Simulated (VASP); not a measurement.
# Al (Im-3m) in VASP: notebook

The runs below take Al through single point, with PBEsol.

Everything below comes from runs of VASP 6.6.1. Logs are shortened: lines on timing, memory, paths and dates and some standing lists are left out, and cuts for length are marked.

### 1 The cell of the first run

It takes space group Im-3m (No. 229, cubic). Conventional cell: a = 3.276 Å, b = 3.276 Å, c = 3.276 Å, α = 90.00°, β = 90.00°, γ = 90.00°. Al (site symmetry m-3m) has 14 Al at 2.84 to 3.28 Å within 3.7 Å.

### 2 Single point, PBEsol (volume scaled by 1.06)

INCAR reads:

```
  PREC = Accurate
  ENCUT = 520
  EDIFF = 1E-6
  ISMEAR = 0
  SIGMA = 0.1
  LREAL = F
  LASPH = T
  NELM = 80
  ALGO = Normal
  ISIF = 2
  LWAVE = F
  LCHARG = T
  GGA = PS
  LELF = T
  LVHAR = T
  NBANDS = 8
```

KPOINTS reads:

```
regular mesh
0
Gamma
  18 18 18
```

POSCAR reads:

```
Al
1.0
   -1.6379458068      1.6379458068      1.6379458068
    1.6379458068     -1.6379458068      1.6379458068
    1.6379458068      1.6379458068     -1.6379458068
Al
1
Direct
    0.0000000000      0.0000000000      0.0000000000
```

Potentials or basis: VASP PAW PBE potentials, release 64 (Al).

Run with:

```bash
> cat potpaw_PBE.64/Al/POTCAR > POTCAR
> mpirun -np 1 vasp_std > vasp.out
```

OUTCAR:

```text
PREC = Accurate
   ENCUT = 520
   EDIFF = 1E-6
   ISMEAR = 0
   LREAL = F
   LASPH = T
   NELM = 80
   ISIF = 2
   GGA = PS

 ion  position               nearest neighbor table
   1  0.000  0.000  0.000-

  LATTYP: Found a body centered cubic cell.
 ALAT       =     3.2758916136

  Lattice vectors:

 A1 = (  -1.6379458068,   1.6379458068,   1.6379458068)
 A2 = (   1.6379458068,  -1.6379458068,   1.6379458068)
 A3 = (   1.6379458068,   1.6379458068,  -1.6379458068)

Analysis of symmetry for initial positions (statically):
=====================================================================
 Subroutine PRICEL returns:
 Original cell was already a primitive cell.

 Routine SETGRP: Setting up the symmetry group for a
 body centered cubic supercell.

 Subroutine GETGRP returns: Found 48 space group operations
 (whereof 48 operations were pure point group operations)
 out of a pool of 48 trial point group operations.

The static configuration has the point symmetry O_h .

Analysis of symmetry for dynamics (positions and initial velocities):
=====================================================================
 Subroutine PRICEL returns:
 Original cell was already a primitive cell.

 Routine SETGRP: Setting up the symmetry group for a
 body centered cubic supercell.

 Subroutine GETGRP returns: Found 48 space group operations
 (whereof 48 operations were pure point group operations)
 out of a pool of 48 trial point group operations.

The dynamic configuration has the point symmetry O_h .

 Subroutine INISYM returns: Found 48 space group operations
 (whereof 48 operations are pure point group operations),
 and found     1 'primitive' translations

----------------------------------------------------------------------------------------

                                     Primitive cell

  volume of cell :      17.5776

  direct lattice vectors                    reciprocal lattice vectors
    -1.637945807  1.637945807  1.637945807     0.000000000  0.305260405  0.305260405
     1.637945807 -1.637945807  1.637945807     0.305260405  0.000000000  0.305260405
     1.637945807  1.637945807 -1.637945807     0.305260405  0.305260405  0.000000000

  length of vectors
     2.837005357  2.837005357  2.837005357     0.431703405  0.431703405  0.431703405

  position of ions in fractional coordinates (direct lattice)
     0.000000000  0.000000000  0.000000000

[... 76 lines left out ...]
   LREAL  =      F    real-space projection
   EDIFFG = 0.1E-04   stopping-criterion for IOM
   NSW    =      0    number of steps for IOM
   IBRION =     -1    ionic relax: 0-MD 1-quasi-New 2-CG
   NFREE  =      0    steps in history (QN), initial steepest desc. (CG)
   ISIF   =      2    stress and relaxation
   ISYM   =      2    0-nonsym 1-usesym 2-fastsym
   POTIM  = 0.5000    time-step for ionic-motion
   TEBEG  =    0.0;   TEEND  =   0.0 temperature during run
   PSTRESS=    0.0 pullay stress
   NELECT =       3.0000    total number of electrons
   NUPDOWN=      -1.0000    fix difference up-down
   EMIN   =  10.00;   EMAX   =-10.00  energy-range for DOS
   EFERMI =   0.00;   METHOD = LEGACY
   ISMEAR =     0;   SIGMA  =   0.10  broadening in eV -4-tet -1-fermi 0-gaus
   EFERMI_NEDOS =   21; number of points for ismear=-14 and -15
   IALGO  =     38    algorithm
   IMIX   =      4    mixing-type and parameters
     AMIX     =   0.40;   BMIX     =  1.00
     AMIX_MAG =   1.60;   BMIX_MAG =  1.00
  volume/ion in A,a.u.               =      17.58       118.62
  Fermi-wavevector in a.u.,A,eV,Ry     =   0.908090  1.716042 11.219746  0.824628
  Thomas-Fermi vector in A             =   2.031975
   LORBIT       =      0    0 simple, 1 ext, 2 COOP (PROOUT), +10 PAW based schemes
   GGA     = PS    functional components
   LHFCALC =     F    Hartree Fock is set to
   AEXX    =    0.0000 exact exchange contribution
   IVDW    =     0    specifies the selected vdW correction
   LEPSILON=     F    determine dielectric tensor
   LRPA    =     F    only Hartree local field effects (RPA)
 non-spin polarized calculation
 Gauss-broadening in eV      SIGMA  =   0.10
  energy-cutoff  :      520.00
  volume of cell :       17.58
 maximum number of plane-waves:       490
 NGX is ok and might be reduce to    24

 number of electron       3.0000000 magnetization

 Free energy of the ion-electron system (eV)
  ---------------------------------------------------
  ext. energy  EPLUGINS =         0.00000000
  ---------------------------------------------------
  free energy    TOTEN  =        -3.98449337 eV

  energy without entropy =       -3.98290461  energy(sigma->0) =       -3.98369899

 E-fermi :   7.3122     XC(G=0): -10.0320

 val. band max:        7.2734145898   @ k =   0.2222   0.2222   0.2222
 cond. band min:       7.3160511507   @ k =  -0.3889   0.3889   0.1667
 fundamental gap:      0.0426365608
 Fermi energy:         7.3121963824

 k-point     1 :       0.0000    0.0000    0.0000
  band No.  band energies     occupation
      1      -3.3887      2.00000
      2      20.1733      0.00000
      3      20.1733      0.00000
      4      20.1733      0.00000
      5      21.0861      0.00000
      6      21.0861      0.00000
      7      21.0861      0.00000
      8      23.1093      0.00000
[... 243 lines left out ...]
 k-point    24 :       0.3889    0.1111    0.0000
  band No.  band energies     occupation
      1       2.2126      2.00000
      2       5.1638      2.00000
      3      12.2263      0.00000
      4      14.9705      0.00000
      5      18.3189      0.00000
      6      20.8482      0.00000
      7      25.2473      0.00000
      8      27.5264      0.00000

 [... further k-points ...]

------------------------ aborting loop because EDIFF is reached ----------------------------------------

  FORCE on cell =-STRESS in cart. coord.  units (eV):
  Direction    XX          YY          ZZ          XY          YZ          ZX
  --------------------------------------------------------------------------------------
  -------------------------------------------------------------------------------------
  Total       -0.4104965     -0.4104965     -0.4104965      0.0000000      0.0000000      0.0000000
  in kB      -37.4163561    -37.4163561    -37.4163561      0.0000000      0.0000000      0.0000000
  external PRESSURE =     -37.4163561 kB  Pullay stress =       0.0000000 kB

 VOLUME and BASIS-vectors are now :
 -----------------------------------------------------------------------------
  energy-cutoff  :      520.00
  volume of cell :       17.58
      direct lattice vectors                 reciprocal lattice vectors
    -1.637945807  1.637945807  1.637945807     0.000000000  0.305260405  0.305260405
     1.637945807 -1.637945807  1.637945807     0.305260405  0.000000000  0.305260405
     1.637945807  1.637945807 -1.637945807     0.305260405  0.305260405  0.000000000

 POSITION                                       TOTAL-FORCE (eV/Angst)
 -----------------------------------------------------------------------------------
      0.00000      0.00000      0.00000        -0.000000      0.000000     -0.000000
 -----------------------------------------------------------------------------------
    total drift:                                0.000000      0.000000      0.000000

  FREE ENERGIE OF THE ION-ELECTRON SYSTEM (eV)
  ---------------------------------------------------
  free  energy   TOTEN  =        -3.9844933669 eV

  energy  without entropy=       -3.9829046120  energy(sigma->0) =       -3.98369899
```

stdout:

```text
POSCAR found type information on POSCAR Al
 POSCAR found :  1 types and       1 ions
 scaLAPACK will be used
 -----------------------------------------------------------------------------
|                                                                             |
|                                                                             |
|     You enforced a specific xc type in the INCAR file but a different       |
|     I HOPE YOU KNOW WHAT YOU ARE DOING!                                     |
|                                                                             |
 -----------------------------------------------------------------------------

 LDA part: xc-table for (Slater+PW92), standard interpolation
 POSCAR, INCAR and KPOINTS ok, starting setup
 FFT: planning ... GRIDC
 FFT: planning ... GRID_SOFT
 FFT: planning ... GRID
 WAVECAR not read
 entering main loop
```

Wall time 9.7 s (1 thread of Intel Xeon 6975P-C, shared host); peak memory 0.15 GiB.

Results:

- Free energy: -3.9845 eV
- Pressure: -3.7 GPa

Caveat: the cell differs from its parent crystal (volume scaled by 1.06); the PAW data sets were made with another functional, which shifts forces and pressure a little.

### 3 Single point, PBEsol (volume scaled by 1.10)

INCAR reads:

```
PREC     = Accurate       # precision mode
ENCUT    = 520            # plane-wave cutoff, eV
EDIFF    = 1E-6           # SCF threshold, eV
ISMEAR   = 0              # smearing method
SIGMA    = 0.1            # smearing width, eV
LREAL    = False          # projectors in reciprocal space
LASPH    = True           # aspherical terms in the spheres
NELM     = 80             # most SCF steps
ALGO     = Normal         # electronic algorithm
ISIF     = 2              # what is computed and relaxed
LWAVE    = False          # write WAVECAR
LCHARG   = True           # write CHGCAR
GGA      = PS             # functional
LELF     = True           # ELF
LVHAR    = True         
NBANDS   = 8              # bands
```

KPOINTS is that of step 2.

POSCAR reads:

```
Al
1.0
   -1.6582950404      1.6582950404      1.6582950404
    1.6582950404     -1.6582950404      1.6582950404
    1.6582950404      1.6582950404     -1.6582950404
Al
1
Direct
    0.0000000000      0.0000000000      0.0000000000
```

Potentials or basis: VASP PAW PBE potentials, release 64 (Al).

Run with:

```bash
> cat potpaw_PBE.64/Al/POTCAR > POTCAR
> mpirun -np 1 vasp_std > vasp.out
```

OUTCAR:

```text
PREC = Accurate
   ENCUT = 520
   EDIFF = 1E-6
   ISMEAR = 0
   LREAL = False
   LASPH = True
   NELM = 80
   ISIF = 2
   GGA = PS

 ion  position               nearest neighbor table
   1  0.000  0.000  0.000-

  LATTYP: Found a body centered cubic cell.
 ALAT       =     3.3165900808

  Lattice vectors:

 A1 = (  -1.6582950404,   1.6582950404,   1.6582950404)
 A2 = (   1.6582950404,  -1.6582950404,   1.6582950404)
 A3 = (   1.6582950404,   1.6582950404,  -1.6582950404)

Analysis of symmetry for initial positions (statically):
=====================================================================
 Subroutine PRICEL returns:
 Original cell was already a primitive cell.

 Routine SETGRP: Setting up the symmetry group for a
 body centered cubic supercell.

 Subroutine GETGRP returns: Found 48 space group operations
 (whereof 48 operations were pure point group operations)
 out of a pool of 48 trial point group operations.

The static configuration has the point symmetry O_h .

[... 160 lines left out ...]

 val. band max:        6.9478518958   @ k =  -0.3889   0.3889   0.1667
 cond. band min:       6.9556522682   @ k =   0.2778   0.1667   0.0556
 fundamental gap:      0.0078003724
 Fermi energy:         6.9520667998

 k-point     1 :       0.0000    0.0000    0.0000
  band No.  band energies     occupation
      1      -3.5064      2.00000
      2      19.5964      0.00000
      3      19.5964      0.00000
      4      19.5964      0.00000
      5      20.2212      0.00000
      6      20.2212      0.00000
      7      20.2212      0.00000
      8      22.4712      0.00000
[... 243 lines left out ...]
 k-point    24 :       0.3889    0.1111    0.0000
  band No.  band energies     occupation
      1       1.9655      2.00000
      2       4.8417      2.00000
      3      11.7413      0.00000
      4      14.4108      0.00000
      5      17.7008      0.00000
      6      20.1464      0.00000
      7      24.4907      0.00000
      8      26.6947      0.00000

 [... further k-points ...]

------------------------ aborting loop because EDIFF is reached ----------------------------------------

  FORCE on cell =-STRESS in cart. coord.  units (eV):
  Direction    XX          YY          ZZ          XY          YZ          ZX
  --------------------------------------------------------------------------------------
  -------------------------------------------------------------------------------------
  Total       -0.6479366     -0.6479366     -0.6479366      0.0000000      0.0000000      0.0000000
  in kB      -56.9111980    -56.9111980    -56.9111980      0.0000000      0.0000000      0.0000000
  external PRESSURE =     -56.9111980 kB  Pullay stress =       0.0000000 kB

 VOLUME and BASIS-vectors are now :
 -----------------------------------------------------------------------------
  energy-cutoff  :      520.00
  volume of cell :       18.24
      direct lattice vectors                 reciprocal lattice vectors
    -1.658295040  1.658295040  1.658295040     0.000000000  0.301514500  0.301514500
     1.658295040 -1.658295040  1.658295040     0.301514500  0.000000000  0.301514500
     1.658295040  1.658295040 -1.658295040     0.301514500  0.301514500  0.000000000

 POSITION                                       TOTAL-FORCE (eV/Angst)
 -----------------------------------------------------------------------------------
      0.00000      0.00000      0.00000         0.000000     -0.000000      0.000000
 -----------------------------------------------------------------------------------
    total drift:                                0.000000     -0.000000     -0.000000

  FREE ENERGIE OF THE ION-ELECTRON SYSTEM (eV)
  ---------------------------------------------------
  free  energy   TOTEN  =        -3.9648340792 eV

  energy  without entropy=       -3.9630326711  energy(sigma->0) =       -3.96393338
```

OSZICAR:

```text
N       E                     dE             d eps       ncg     rms          rms(c)
DAV:   1    -0.258819883399E+01   -0.25882E+01   -0.81258E+02  3120   0.199E+02
DAV:   2    -0.398536158945E+01   -0.13972E+01   -0.13624E+01  4320   0.181E+01
DAV:   3    -0.399223240279E+01   -0.68708E-02   -0.68525E-02  3824   0.144E+00
DAV:   4    -0.399224973518E+01   -0.17332E-04   -0.17332E-04  4600   0.676E-02
DAV:   5    -0.399224980040E+01   -0.65217E-07   -0.65703E-07  3856   0.282E-03    0.118E+00
DAV:   6    -0.397565892083E+01    0.16591E-01   -0.31727E-03  3504   0.223E-01    0.670E-01
DAV:   7    -0.396485003791E+01    0.10809E-01   -0.83671E-03  3512   0.350E-01    0.140E-01
DAV:   8    -0.396483455708E+01    0.15481E-04   -0.29262E-05  4152   0.376E-02    0.567E-03
DAV:   9    -0.396483407923E+01    0.47785E-06   -0.50067E-07  4112   0.284E-03
   1 F= -.39648341E+01 E0= -.39639334E+01  d E =-.180141E-02
```

stdout:

```text
POSCAR found type information on POSCAR Al
 POSCAR found :  1 types and       1 ions
 scaLAPACK will be used
 -----------------------------------------------------------------------------
|                                                                             |
|                                                                             |
|     You enforced a specific xc type in the INCAR file but a different       |
|     I HOPE YOU KNOW WHAT YOU ARE DOING!                                     |
|                                                                             |
 -----------------------------------------------------------------------------

 LDA part: xc-table for (Slater+PW92), standard interpolation
 POSCAR, INCAR and KPOINTS ok, starting setup
 FFT: planning ... GRIDC
 FFT: planning ... GRID_SOFT
 FFT: planning ... GRID
 WAVECAR not read
 entering main loop
```

Run time: 10 s. Hardware: 1 thread of Intel Xeon 6975P-C, shared host; peak memory 0.15 GiB.

What came out:

- Free energy: -3.9648 eV
- Pressure: -5.7 GPa

Caveat: the cell differs from its parent crystal (volume scaled by 1.10); the PAW data sets were made with another functional, which shifts forces and pressure a little.

### 4 Single point, PBEsol

This run uses another cell than the first one, of 16.58 Å³/atom, 0.943 times its volume.

INCAR reads:

```
SYSTEM = Al
ALGO     = Normal         ! electronic algorithm
EDIFF    = 1E-7           ! SCF threshold, eV
ENCUT    = 520            ! plane-wave cutoff, eV
GGA      = PS             ! functional
ISIF     = 2              ! what is computed and relaxed
ISMEAR   = 0              ! smearing method
LASPH    = .TRUE.         ! aspherical terms in the spheres
LCHARG   = .FALSE.        ! write CHGCAR
LREAL    = .FALSE.        ! projectors in reciprocal space
LWAVE    = .FALSE.        ! write WAVECAR
NBANDS   = 8              ! bands
NELM     = 100            ! most SCF steps
PREC     = Accurate       ! precision mode
SIGMA    = 0.15           ! smearing width, eV
```

KPOINTS reads:

```
k-points
0
G
  26 26 26
  0 0 0
```

POSCAR reads:

```
Al
1.0
   -1.6064390039      1.6064390039      1.6064390039
    1.6064390039     -1.6064390039      1.6064390039
    1.6064390039      1.6064390039     -1.6064390039
Al
1
Direct
    0.0000000000      0.0000000000      0.0000000000
```

Run with:

```bash
> cat potpaw_PBE.64/Al/POTCAR > POTCAR
> mpirun -np 1 vasp_std > vasp.out
```

It took 42 s on 1 thread of Intel Xeon Platinum 8488C (Sapphire Rapids), shared host; peak memory 0.17 GiB.

It converged, with:

- Free energy: -3.9966 eV
- Pressure: 0.0 GPa

Levels at points of the mesh, in eV from the Fermi level:
| k point | band 1 | band 2 | band 3 | band 4 | band 5 | band 6 |
| --- | --- | --- | --- | --- | --- | --- |
| (0.00, 0.00, 0.00) | -11.10 | 13.21 | 13.21 | 13.21 | 14.60 | 14.60 |
| (0.50, 0.00, 0.00) | -4.31 | -3.86 | 8.11 | 8.24 | 9.93 | 11.36 |
| (0.50, 0.50, 0.50) | 1.85 | 1.85 | 1.85 | 2.98 | 2.98 | 5.52 |

Caveat: the PAW data sets were made with another functional, which shifts forces and pressure a little.

### 5 Single point, PBEsol

This run uses another cell than the first one: it holds 8 atoms, not 1.

INCAR reads:

```
PREC = Accurate
ENCUT = 520
EDIFF = 1E-7
ISMEAR = 0
SIGMA = 0.15
LREAL = False
LASPH = True
NELM = 100
ALGO = Fast
ISIF = 2
LWAVE = False
LCHARG = True
GGA = PS
LELF = True
LVHAR = True
NBANDS = 22
```

KPOINTS reads:

```
regular mesh
0
Gamma
  14 14 14
```

POSCAR reads:

```
Al
1.0
   -3.2128780077     -3.2128780077      3.2128780077
    3.2128780077     -3.2128780077     -3.2128780077
    3.2128780077      3.2128780077      3.2128780077
Al
8
Direct
    0.5000000000      0.5000000000      0.0000000000
    0.0000000000      0.5000000000      0.0000000000
    0.5000000000      0.0000000000      0.0000000000
    0.0000000000      0.0000000000      0.0000000000
    0.5000000000      0.5000000000      0.5000000000
    0.0000000000      0.5000000000      0.5000000000
    0.5000000000      0.0000000000      0.5000000000
    0.0000000000      0.0000000000      0.5000000000
```

Run with:

```bash
> cat potpaw_PBE.64/Al/POTCAR > POTCAR
> mpirun -np 1 vasp_std > vasp.out
```

Run time: 6.5 min. Hardware: 1 thread of Intel Xeon Platinum 8488C (Sapphire Rapids), shared host; peak memory 0.38 GiB.

Results (log left out):

```yaml
Free_energy: -31.9719 eV
Pressure: 0.0 GPa
Band_gap_on_the_k_mesh: zero (band 12 reaches 9.53 eV, above the bottom of band 13 at 4.05 eV)
```

Levels at points of the mesh, in eV from the Fermi level:
| k point | band 9 | band 10 | band 11 | band 12 | band 13 | band 14 | band 15 | band 16 |
| --- | --- | --- | --- | --- | --- | --- | --- | --- |
| (0.00, 0.00, 0.00) | -3.84 | -3.84 | -3.84 | -3.84 | -3.84 | 1.87 | 1.87 | 1.87 |
| (0.50, 0.00, 0.00) | -2.12 | -2.12 | 0.70 | 0.70 | 0.70 | 0.70 | 1.34 | 1.34 |
| (0.50, 0.50, 0.50) | -0.96 | -0.96 | -0.96 | -0.96 | 0.38 | 0.38 | 5.01 | 5.01 |

Caveat: the PAW data sets were made with another functional, which shifts forces and pressure a little.

### 6 Summary

| cell | k mesh | smearing | gap on the mesh (eV) | pressure (GPa) |
| --- | --- | --- | --- | --- |
| a = 2.837 Å, angles 109.5°, 1 atom | 18 × 18 × 18 | gaussian 0.1 eV | none | -3.7 |
| a = 2.872 Å, angles 109.5°, 1 atom | 18 × 18 × 18 | gaussian 0.1 eV | none | -5.7 |
| a = 2.782 Å, angles 109.5°, 1 atom | 26 × 26 × 26 | gaussian 0.15 eV | none | 0.0 |
| a = 5.565 Å, angles 109.5°, 8 atoms | 14 × 14 × 14 | gaussian 0.15 eV | none | 0.0 |

Alike in all rows: task single point; level PBEsol; potentials or basis VASP PAW PBE potentials, release 64 (Al); no spin polarisation; cutoff (eV) 520.

Caveats: the PAW data sets were made with another functional, which shifts forces and pressure a little.

Absolute energies hang on the potentials; compare differences alone.
